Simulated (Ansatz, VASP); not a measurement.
# Two plane-wave programs on GdO

Contents of INCAR:

```
SYSTEM = GdO
  PREC = Accurate
  ENCUT = 520
  EDIFF = 1E-6
  ISMEAR = -1
  SIGMA = 0.05
  LREAL = .FALSE.
  LASPH = .TRUE.
  NELM = 150
  ALGO = Normal
  ISIF = 2
  LWAVE = .FALSE.
  LCHARG = .FALSE.
  ISPIN = 2
  MAGMOM = 7 0
  LORBIT = 11
  LMAXMIX = 6
  GGA = PE
  NBANDS = 23
```

Contents of KPOINTS:

```
regular mesh
0
G
  9 9 9
  0 0 0
```

Contents of POSCAR:

```
GdO
1.0
    0.0000000000      2.7000000000      2.7000000000
    2.7000000000      0.0000000000      2.7000000000
    2.7000000000      2.7000000000      0.0000000000
Gd O
1 1
Direct
    0.0000000000      0.0000000000      0.0000000000
    0.7500000000      0.7500000000      0.7500000000
```

The input input.yaml:

```yaml
crystal:
  lattice:
    - [0.0, 2.7, 2.7]
    - [2.7, 0.0, 2.7]
    - [2.7, 2.7, 0.0]
  atoms:
    - { symbol: Gd, position: [0.0, 0.0, 0.0], spin: 7.0 }
    - { symbol: O, position: [0.75, 0.75, 0.75] }
hamiltonian:
  xc: pbe
  pseudopotentials: { kind: paw }
magnetization:
  spin_polarized: true
kpoints:
  mp_grid: { grid: [9, 9, 9] }
scf:
  occupations: { method: fermi_dirac, width: 0.05 }
output:
  forces: true
  stress: true
  eigenvalues: true
```

Alike in both runs: task single point; functional PBE; k mesh 9 × 9 × 9; occupations fermi-dirac, width 0.05 eV; collinear spin.

|  | VASP | Ansatz |
| --- | --- | --- |
| version | VASP 6.6.1 | Ansatz 0.2.0 |
| potentials or method | VASP PAW PBE potentials, release 64 (Gd, O) | Ansatz PAW |
| plane-wave cutoff (eV) | 520 | 420 |
| valence electrons in the cell | 24 | 24 |

VASP gave:

* gap on the k mesh at the Fermi level (eV): none
* pressure (GPa): -0.5
* net moment per atom (μB): 3.78
* size of the moment on the site where the two differ most (μB): 6.87

Problem. Estimate Ansatz's values.

Solution. gap on the k mesh at the Fermi level (eV): none; pressure (GPa): -0.6; net moment per atom (μB): 3.77; size of the moment on the site where the two differ most (μB): 6.83.

Site moments also hang on the region over which each program counts them. A gap of «none» marks a metal or a gap that the smearing closes.

Spin-orbit coupling is off throughout.
